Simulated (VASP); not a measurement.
# Si2GeP3 (P4/mmm) in VASP: notebook, part 2 of 2

VASP 6.6.1. The steps go on from the part before.

## (5) Relaxation of cell and atoms, PBE

This run uses another cell than the first one, of 17.47 Å³/atom, 1.118 times its volume.

The input, INCAR:

```
SYSTEM = Si2GeP3
ALGO = Normal ; EDIFF = 1E-6
EDIFFG = -0.04 ; ENCUT = 600
GGA = PE ; IBRION = 2
ISIF = 3 ; ISMEAR = 0
LASPH = .True. ; LCHARG = .False.
LREAL = .False. ; LWAVE = .False.
NELM = 80 ; NSW = 90
PREC = Accurate ; SIGMA = 0.1
```

The input, KPOINTS:

```
k-points
0
Gamma
  6 6 2
  0 0 0
```

The input, POSCAR:

```
Si2GeP3
1.0
    3.2591567000      0.0000000000      0.0000000000
    0.0000000000      3.2591567000      0.0000000000
    0.0000000000      0.0000000000      9.8675378700
Si Ge P
2 1 3
Direct
    0.5000000000      0.5000000000      0.3248246900
    0.5000000000      0.5000000000      0.6751753100
    0.5000000000      0.5000000000      0.0000000000
    0.0000000000      0.0000000000      0.8390681100
    0.0000000000      0.0000000000      0.1609318900
    0.0000000000      0.0000000000      0.5000000000
```

Potentials or basis: VASP PAW PBE potentials, release 64 (Si, Ge_d, P).

On the command line:

```
$ cat potpaw_PBE.64/Si/POTCAR potpaw_PBE.64/Ge_d/POTCAR potpaw_PBE.64/P/POTCAR > POTCAR
$ mpirun -np 1 vasp_std > vasp.out
```

OUTCAR:

```text
SYSTEM = Si2GeP3
   EDIFF = 1E-6
   EDIFFG = -0.04
   ENCUT = 600
   GGA = PE
   IBRION = 2
   ISIF = 3
   ISMEAR = 0
   LASPH = .True.
   LREAL = .False.
   NELM = 80
   NSW = 90
   PREC = Accurate

 ion  position               nearest neighbor table
   1  0.500  0.500  0.325-   5 2.82   5 2.82   5 2.82   5 2.82   6 2.88   6 2.88   6 2.88   6 2.88

   2  0.500  0.500  0.675-   4 2.82   4 2.82   4 2.82   4 2.82   6 2.88   6 2.88   6 2.88   6 2.88

   3  0.500  0.500  0.000-   4 2.80   5 2.80   4 2.80   5 2.80   4 2.80   5 2.80   4 2.80   5 2.80

   4  0.000  0.000  0.839-   3 2.80   3 2.80   3 2.80   3 2.80   2 2.82   2 2.82   2 2.82   2 2.82

   5  0.000  0.000  0.161-   3 2.80   3 2.80   3 2.80   3 2.80   1 2.82   1 2.82   1 2.82   1 2.82

   6  0.000  0.000  0.500-   1 2.88   2 2.88   1 2.88   2 2.88   1 2.88   2 2.88   1 2.88   2 2.88

  LATTYP: Found a simple tetragonal cell.
 ALAT       =     3.2591567000
 C/A-ratio  =     3.0276352990

  Lattice vectors:

 A1 = (   3.2591567000,   0.0000000000,   0.0000000000)
 A2 = (   0.0000000000,   3.2591567000,   0.0000000000)
 A3 = (   0.0000000000,   0.0000000000,   9.8675378700)

Analysis of symmetry for initial positions (statically):
=====================================================================
 Subroutine PRICEL returns:
 Original cell was already a primitive cell.

 Routine SETGRP: Setting up the symmetry group for a
 simple tetragonal supercell.

 Subroutine GETGRP returns: Found 16 space group operations
 (whereof 16 operations were pure point group operations)
 out of a pool of 16 trial point group operations.

[... 155 lines left out ...]
   NGX = 13   NGY = 13   NGZ = 39

--------------------------------------- Ionic step        1  -------------------------------------------

 number of electron      37.0000008 magnetization

 Free energy of the ion-electron system (eV)
  ---------------------------------------------------
  ext. energy  EPLUGINS =         0.00000000
  ---------------------------------------------------
  free energy    TOTEN  =       -27.82623497 eV

  energy without entropy =      -27.81247725  energy(sigma->0) =      -27.81935611

------------------------ aborting loop because EDIFF is reached ----------------------------------------

  FORCE on cell =-STRESS in cart. coord.  units (eV):
  Direction    XX          YY          ZZ          XY          YZ          ZX
  --------------------------------------------------------------------------------------
  -------------------------------------------------------------------------------------
  Total       -5.7982059     -5.7982059     -5.2348399      0.0000000     -0.0000000      0.0000000
  in kB      -88.6308529    -88.6308529    -80.0192907      0.0000000     -0.0000000      0.0000000
  external PRESSURE =     -85.7603322 kB  Pullay stress =       0.0000000 kB
[... 27 lines left out ...]
--------------------------------------- Ionic step        2  -------------------------------------------

 number of electron      36.9999991 magnetization

------------------------ aborting loop EDIFF was not reached (unconverged)  ----------------------------

  FORCE on cell =-STRESS in cart. coord.  units (eV):
  Direction    XX          YY          ZZ          XY          YZ          ZX
  --------------------------------------------------------------------------------------
  -------------------------------------------------------------------------------------
  Total        0.4110245      0.4110245      1.4780165      0.0000000     -0.0000000     -0.0000000
  in kB        7.2160994      7.2160994     25.9486119      0.0000000     -0.0000000     -0.0000000
  external PRESSURE =      13.4602703 kB  Pullay stress =       0.0000000 kB
[... 61 lines left out ...]
  FREE ENERGIE OF THE ION-ELECTRON SYSTEM (eV)
  ---------------------------------------------------
  free  energy   TOTEN  =       -28.2750058419 eV

  energy  without entropy=      -28.2649695574  energy(sigma->0) =      -28.26998770

[... ionic steps 4 to 8 ...]

--------------------------------------- Ionic step        9  -------------------------------------------

 number of electron      36.9999991 magnetization

------------------------ aborting loop because EDIFF is reached ----------------------------------------
[... 75 lines left out ...]
--------------------------------------- Ionic step       11  -------------------------------------------

 number of electron      36.9999993 magnetization

 Free energy of the ion-electron system (eV)
  ---------------------------------------------------
  ext. energy  EPLUGINS =         0.00000000
  ---------------------------------------------------
  free energy    TOTEN  =       -28.76161551 eV

  energy without entropy =      -28.75007005  energy(sigma->0) =      -28.75584278

 E-fermi :   8.9311     XC(G=0): -11.2368

 val. band max:        8.9288159250   @ k =   0.5000   0.0000   0.5000
 cond. band min:       9.0268193663   @ k =   0.0000   0.0000   0.0000
 fundamental gap:      0.0980034413
 Fermi energy:         8.9310929555

 k-point     1 :       0.0000    0.0000    0.0000
  band No.  band energies     occupation
      1     -15.8569      2.00000
      2     -15.8502      2.00000
      3     -15.8198      2.00000
      4     -15.8198      2.00000
      5     -15.7947      2.00000
      6      -6.2840      2.00000
[... 522 lines left out ...]
  FREE ENERGIE OF THE ION-ELECTRON SYSTEM (eV)
  ---------------------------------------------------
  free  energy   TOTEN  =       -28.7616155130 eV

  energy  without entropy=      -28.7500700485  energy(sigma->0) =      -28.75584278

 reached required accuracy - stopping structural energy minimisation
```

OSZICAR:

```text
N       E                     dE             d eps       ncg     rms          rms(c)
DAV:   1     0.262793278355E+03    0.26279E+03   -0.17777E+04  1048   0.276E+03
DAV:   2     0.104814542823E+02   -0.25231E+03   -0.24603E+03   936   0.639E+02
DAV:   3    -0.262579523409E+02   -0.36739E+02   -0.35693E+02  1112   0.138E+02
DAV:   4    -0.279357919172E+02   -0.16778E+01   -0.16581E+01  1076   0.298E+01
[... 249 lines left out ...]
DAV:   2    -0.287676415565E+02    0.87017E-02   -0.44383E-02  1126   0.163E+00    0.512E-01
DAV:   3    -0.287621918234E+02    0.54497E-02   -0.52126E-03  1244   0.608E-01    0.180E-01
DAV:   4    -0.287616182626E+02    0.57356E-03   -0.12544E-03  1320   0.297E-01    0.380E-02
DAV:   5    -0.287616161977E+02    0.20649E-05   -0.85117E-05   974   0.677E-02    0.196E-02
DAV:   6    -0.287616155130E+02    0.68468E-06   -0.78049E-06  1136   0.230E-02
  11 F= -.28761616E+02 E0= -.28755843E+02  d E =-.122520E-01
```

Wall time 24 min (1 thread of Oxide Virtual Turin-like, shared host); peak memory 0.25 GiB.

What came out:

```yaml
Free_energy: -28.7616 eV
Relaxed_volume: 15.51 Å³/atom
Relaxed_cell: a = 3.149 Å, b = 3.149 Å, c = 9.383 Å, α = 90.00°, β = 90.00°, γ = 90.00°
Space_group_after_relaxing_to_0.05_Å: P4/mmm (No. 123)
Energy_gained_by_relaxing: 155.9 meV/atom
Ionic_steps: 11
Pressure_after_relaxing: 0.0 GPa
Largest_force_after_relaxing: 0.032 eV/Å
```

Forces on the atoms (eV/Å):
```
Si   0.000  0.000 -0.022
Si   0.000  0.000  0.022
Ge   0.000  0.000  0.000
P    0.000  0.000  0.032
P    0.000  0.000 -0.032
P    0.000  0.000  0.000
```

Step by step:
| step | energy change (eV) | largest force (eV/Å) | pressure (GPa) | volume (Å³) |
| --- | --- | --- | --- | --- |
| 1 | 0.0000 | 0.7419 | -8.58 | 104.81 |
| 2 | -0.4487 | 1.0202 | 1.35 | 91.26 |
| 3 | -0.4488 | 1.0798 | 0.87 | 91.56 |
| 4 | -0.5630 | 1.0039 | 0.85 | 91.02 |
| 5 | -0.7922 | 0.5008 | 2.88 | 89.40 |
| 6 | -0.4073 | 1.1297 | 12.26 | 86.21 |
| 7 | -0.8461 | 0.2311 | 4.46 | 88.72 |
| 8 | -0.9224 | 0.0715 | 0.06 | 92.83 |
| 9 | -0.9231 | 0.0621 | -0.44 | 93.36 |
| 10 | -0.9298 | 0.0572 | -0.30 | 93.25 |
| 11 | -0.9354 | 0.0322 | 0.01 | 93.03 |

Final structure:
```yaml
crystal:
  lattice:
    - [3.14891, 0.00000, 0.00000]
    - [0.00000, 3.14891, 0.00000]
    - [0.00000, 0.00000, 9.38264]
  atoms:
    - { symbol: Si, position: [0.50000, 0.50000, 0.32689] }
    - { symbol: Si, position: [0.50000, 0.50000, 0.67311] }
    - { symbol: Ge, position: [0.50000, 0.50000, 0.00000] }
    - { symbol: P, position: [0.00000, 0.00000, 0.79548] }
    - { symbol: P, position: [0.00000, 0.00000, 0.20452] }
    - { symbol: P, position: [0.00000, 0.00000, 0.50000] }
```

Caveat: the bands computed are all filled at some k points, so no gap is given.

## (6) Relaxation of cell and atoms, PBE

The input, INCAR:

```
SYSTEM = Si2GeP3
PREC = Accurate
ENCUT = 600
EDIFF = 1E-7
ISMEAR = 0
SIGMA = 0.1
LREAL = .False.
LASPH = .True.
NELM = 100
ALGO = Normal
ISIF = 3
LWAVE = .False.
LCHARG = .False.
GGA = PE
IBRION = 2
NSW = 100
EDIFFG = -0.01
```

The input, KPOINTS:

```
Automatic mesh
0
Gamma
  12 12 4
  0 0 0
```

The input, POSCAR:

```
Si2GeP3
1.0
    3.2074579274      0.0000000000      0.0000000000
    0.0000000000      3.2074579274      0.0000000000
    0.0000000000      0.0000000000      9.1091456802
Si Ge P
2 1 3
Direct
    0.5000000000      0.5000000000      0.3222316725
    0.5000000000      0.5000000000      0.6777683275
    0.5000000000      0.5000000000      0.0000000000
    0.0000000000      0.0000000000      0.7938897118
    0.0000000000      0.0000000000      0.2061102882
    0.0000000000      0.0000000000      0.5000000000
```

Potentials or basis: VASP PAW PBE potentials, release 64 (Si, Ge_d, P).

On the command line:

```
$ cat potpaw_PBE.64/Si/POTCAR potpaw_PBE.64/Ge_d/POTCAR potpaw_PBE.64/P/POTCAR > POTCAR
$ mpirun -np 1 vasp_std > vasp.out
```

OUTCAR:

```text
SYSTEM = Si2GeP3
   PREC = Accurate
   ENCUT = 600
   EDIFF = 1E-7
   ISMEAR = 0
   LREAL = .False.
   LASPH = .True.
   NELM = 100
   ISIF = 3
   GGA = PE
   IBRION = 2
   NSW = 100
   EDIFFG = -0.01

 ion  position               nearest neighbor table
   1  0.500  0.500  0.322-   5 2.50   5 2.50   5 2.50   5 2.50   6 2.79   6 2.79   6 2.79   6 2.79
                             3 2.94
   2  0.500  0.500  0.678-   4 2.50   4 2.50   4 2.50   4 2.50   6 2.79   6 2.79   6 2.79   6 2.79
                             3 2.94
   3  0.500  0.500  0.000-   1 2.94   2 2.94
   4  0.000  0.000  0.794-   2 2.50   2 2.50   2 2.50   2 2.50   6 2.68
   5  0.000  0.000  0.206-   1 2.50   1 2.50   1 2.50   1 2.50   6 2.68
   6  0.000  0.000  0.500-   4 2.68   5 2.68   1 2.79   2 2.79   1 2.79   2 2.79   1 2.79   2 2.79
                             1 2.79   2 2.79

  LATTYP: Found a simple tetragonal cell.
 ALAT       =     3.2074579274
 C/A-ratio  =     2.8399891398

  Lattice vectors:

 A1 = (   3.2074579274,   0.0000000000,   0.0000000000)
 A2 = (   0.0000000000,   3.2074579274,   0.0000000000)
 A3 = (   0.0000000000,   0.0000000000,   9.1091456802)

Analysis of symmetry for initial positions (statically):
=====================================================================
 Subroutine PRICEL returns:
 Original cell was already a primitive cell.

[... 296 lines left out ...]

[... ionic steps 4 to 7 ...]

--------------------------------------- Ionic step        8  -------------------------------------------

 number of electron      37.0000010 magnetization

------------------------ aborting loop because EDIFF is reached ----------------------------------------
[... 75 lines left out ...]
--------------------------------------- Ionic step       10  -------------------------------------------

 number of electron      37.0000009 magnetization

 Free energy of the ion-electron system (eV)
  ---------------------------------------------------
  ext. energy  EPLUGINS =         0.00000000
  ---------------------------------------------------
  free energy    TOTEN  =       -28.63315379 eV

  energy without entropy =      -28.61950866  energy(sigma->0) =      -28.62633122

 E-fermi :   8.9348     XC(G=0): -11.2164

 val. band max:        8.9253722578   @ k =   0.3333   0.0000   0.2500
 cond. band min:       8.9373951296   @ k =   0.5000   0.4167   0.0000
 fundamental gap:      0.0120228718
 Fermi energy:         8.9348227866

 k-point     1 :       0.0000    0.0000    0.0000
  band No.  band energies     occupation
      1     -16.0011      2.00000
      2     -15.9954      2.00000
      3     -15.9670      2.00000
      4     -15.9670      2.00000
      5     -15.9453      2.00000
      6      -6.3102      2.00000
[... 589 lines left out ...]
     21       8.3642      2.00000
     22       9.5231      0.00000

 [... further k-points ...]

------------------------ aborting loop because EDIFF is reached ----------------------------------------

  FORCE on cell =-STRESS in cart. coord.  units (eV):
  Direction    XX          YY          ZZ          XY          YZ          ZX
  --------------------------------------------------------------------------------------
  -------------------------------------------------------------------------------------
  Total       -0.0019182     -0.0019182      0.0001391      0.0000000      0.0000000      0.0000000
  in kB       -0.0329102     -0.0329102      0.0023861      0.0000000      0.0000000      0.0000000
  external PRESSURE =      -0.0211447 kB  Pullay stress =       0.0000000 kB
[... 21 lines left out ...]
  FREE ENERGIE OF THE ION-ELECTRON SYSTEM (eV)
  ---------------------------------------------------
  free  energy   TOTEN  =       -28.6331537861 eV

  energy  without entropy=      -28.6195086636  energy(sigma->0) =      -28.62633122

 reached required accuracy - stopping structural energy minimisation
```

Wall time 23 min (1 thread of Oxide Virtual Turin-like, shared host); peak memory 0.37 GiB.

Results:

```yaml
Free_energy: -28.6332 eV
Relaxed_volume: 15.56 Å³/atom
Relaxed_cell: a = 3.183 Å, b = 3.183 Å, c = 9.216 Å, α = 90.00°, β = 90.00°, γ = 90.00°
Space_group_after_relaxing_to_0.05_Å: P4/mmm (No. 123)
Energy_gained_by_relaxing: 0.7 meV/atom
Ionic_steps: 10
Pressure_after_relaxing: 0.0 GPa
Largest_force_after_relaxing: 0.010 eV/Å
```

Forces on the atoms (eV/Å):
```
Si   0.000  0.000  0.010
Si   0.000  0.000 -0.010
Ge   0.000  0.000  0.000
P    0.000  0.000 -0.006
P    0.000  0.000  0.006
P    0.000  0.000  0.000
```

Step by step:
```
step  energy change (eV)  largest force (eV/Å)  pressure (GPa)  volume (Å³)
   1              0.0000                0.0289           -0.27        93.71
   2             -0.0007                0.0379            0.05        93.36
   3             -0.0008                0.0427            0.22        93.19
   4             -0.0015                0.0408            0.21        93.19
   5             -0.0036                0.0342            0.19        93.19
   6             -0.0007                0.0467            0.19        93.18
   7             -0.0042                0.0196            0.20        93.19
   8             -0.0042                0.0145           -0.19        93.57
   9             -0.0043                0.0121           -0.02        93.39
  10             -0.0044                0.0099            0.00        93.39
```

Final structure:
```yaml
crystal:
  lattice:
    - [3.18320, 0.00000, 0.00000]
    - [0.00000, 3.18320, 0.00000]
    - [0.00000, 0.00000, 9.21621]
  atoms:
    - { symbol: Si, position: [0.50000, 0.50000, 0.32419] }
    - { symbol: Si, position: [0.50000, 0.50000, 0.67581] }
    - { symbol: Ge, position: [0.50000, 0.50000, 0.00000] }
    - { symbol: P, position: [0.00000, 0.00000, 0.79369] }
    - { symbol: P, position: [0.00000, 0.00000, 0.20631] }
    - { symbol: P, position: [0.00000, 0.00000, 0.50000] }
```

Caveat: the bands computed are all filled at some k points, so no gap is given.

## (7) Summary

| task | cell | k mesh | cutoff (eV) | gap on the mesh (eV) | pressure (GPa) | relaxed volume (Å³/atom) | largest force (eV/Å) |
| --- | --- | --- | --- | --- | --- | --- | --- |
| single point | a = 3.207, b = 3.207, c = 9.109 Å, 6 atoms | 6 × 6 × 2 | 520 | none | -0.1 | - | 0.03 |
| single point | a = 3.259, b = 3.259, c = 9.868 Å, 6 atoms | 6 × 6 × 2 | 520 | none | -9.4 | - | 0.74 |
| single point | a = 3.184, b = 3.184, c = 9.215 Å, 6 atoms | 12 × 12 × 4 | 520 | none | -0.1 | - | 0.01 |
| relaxation of cell and atoms | relaxed from a = 3.259, b = 3.259, c = 9.868 Å, 6 atoms | 6 × 6 × 2 | 600 | - | 0.0 | 15.51 | 0.03 |
| relaxation of cell and atoms | relaxed from a = 3.207, b = 3.207, c = 9.109 Å, 6 atoms | 12 × 12 × 4 | 600 | - | 0.0 | 15.56 | 0.01 |

Alike in all rows: level PBE; potentials or basis VASP PAW PBE potentials, release 64 (Si, Ge_d, P); no spin polarisation; smearing gaussian 0.1 eV.

Caveats: the bands computed are all filled at some k points, so no gap is given (some runs).

Total energies depend on the potentials used, so only differences within one code and one set of settings carry meaning.
